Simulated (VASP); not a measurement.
Mg3CdF8: relaxation of cell and atoms with r2SCAN

Mg3CdF8:

```
CELL_PARAMETERS angstrom
3.61765 -5.15919 0.00000
3.61765 5.15919 0.00000
0.00000 0.00000 3.62272
ATOMIC_POSITIONS crystal
Mg 0.00000 0.00000 0.00000
Mg 0.50000 0.00000 0.50000
Mg 0.00000 0.50000 0.50000
F 0.36018 0.63982 0.50000
F 0.12050 0.87950 0.50000
F 0.89148 0.63295 0.00000
F 0.63295 0.89148 0.00000
F 0.36705 0.10852 0.00000
F 0.10852 0.36705 0.00000
F 0.87950 0.12050 0.50000
F 0.63982 0.36018 0.50000
Cd 0.50000 0.50000 0.00000
```

| Property | Result |
| --- | --- |
| Program | VASP 6.6.1 |
| Task | relaxation of cell and atoms |
| Functional | r2SCAN |
| Potentials or basis | VASP PAW PBE potentials, release 64 (Mg, F, Cd) |
| Cutoff | 660 eV |
| k mesh | 4 × 4 × 6 |
| Occupations | fermi-dirac, width 0.02 eV |
| Spin | no spin polarisation |
| Dipole correction | no |
| Further INCAR settings | ALGO = Normal; EDIFF = 1e-07; IBRION = 2; EDIFFG = -0.005; NSW = 80; ISIF = 3 |

```json
{"Relaxed volume": "10.68 Å³/atom", "Relaxed cell": "a = 6.194 Å, b = 6.194 Å, c = 3.554 Å, α = 90.00°, β = 90.00°, γ = 109.97°", "Space group after relaxing (to 0.1 Å)": "Cmmm (No. 65)", "Energy gained by relaxing": "11.1 meV/atom", "Ionic steps": "12", "Pressure after relaxing": "0.0 GPa", "Largest force after relaxing": "0.004 eV/Å", "Band gap on the k mesh": "5.53 eV (least direct gap 5.60 eV)"}
```

Forces on the atoms (eV/Å):
```
Mg   0.000  0.000  0.000
Mg   0.000  0.000  0.000
Mg   0.000  0.000  0.000
F    0.000  0.002  0.000
F    0.000 -0.004  0.000
F   -0.003 -0.002  0.000
F   -0.003  0.002  0.000
F    0.003 -0.002  0.000
F    0.003  0.002  0.000
F    0.000  0.004  0.000
F    0.000 -0.002  0.000
Cd   0.000  0.000  0.000
```

Step by step:
```
step  energy change (eV)  largest force (eV/Å)  pressure (GPa)  volume (Å³)
   1              0.0000                0.0236           -5.71       135.23
   2             -0.1285                0.1181            0.74       127.52
   3             -0.1302                0.1075            0.02       128.27
   4             -0.1302                0.1056           -0.11       128.40
   5             -0.1323                0.0492           -0.11       128.34
   6             -0.1328                0.0352           -0.11       128.29
   7             -0.1330                0.0148            0.04       128.13
   8             -0.1330                0.0115            0.06       128.10
   9             -0.1330                0.0085            0.01       128.16
  10             -0.1330                0.0094           -0.05       128.22
  11             -0.1330                0.0067           -0.02       128.19
  12             -0.1331                0.0039           -0.01       128.18
```

Final structure:
```
Mg F Cd
1.0
     3.55415   -5.07317    0.00000
     3.55415    5.07317    0.00000
     0.00000    0.00000    3.55444
Mg F Cd
3 8 1
Direct
  0.00000 0.00000 0.00000
  0.50000 0.00000 0.50000
  0.00000 0.50000 0.50000
  0.35893 0.64107 0.50000
  0.11998 0.88002 0.50000
  0.89281 0.63361 0.00000
  0.63361 0.89281 0.00000
  0.36639 0.10719 0.00000
  0.10719 0.36639 0.00000
  0.88002 0.11998 0.50000
  0.64107 0.35893 0.50000
  0.50000 0.50000 0.00000
```

Levels at points of the mesh, in eV from the valence-band top:
```
           k point  band 33  band 34  band 35  band 36  band 37  band 38  band 39  band 40  band 41  band 42
(0.00, 0.00, 0.00)    -0.79    -0.71    -0.31    -0.18    -0.07     5.53    10.19    10.49    11.28    12.24
(0.50, 0.00, 0.00)    -0.82    -0.68    -0.64    -0.59    -0.09     6.61     8.53    10.88    11.16    12.21
(0.50, 0.50, 0.00)    -0.61    -0.56    -0.49    -0.26    -0.22     6.83     8.89     9.93    10.49    12.79
(0.00, 0.00, 0.50)    -0.28    -0.23    -0.21    -0.13    -0.04     8.49     9.65    12.14    12.39    12.76
(0.50, 0.00, 0.50)    -0.55    -0.55    -0.41    -0.31     0.00     8.64     9.97    11.57    11.63    12.37
(0.50, 0.50, 0.50)    -0.36    -0.18    -0.14    -0.10    -0.08     8.60    10.02    11.63    11.95    12.26
```

It took 25 min on 4 MPI ranks on AMD EPYC 9R45 (Zen 5) (shared host), peak memory 0.44 GiB a rank.

Caveat: the PAW data sets were made with another functional, which shifts forces and pressure a little. A k mesh can miss the band edges.
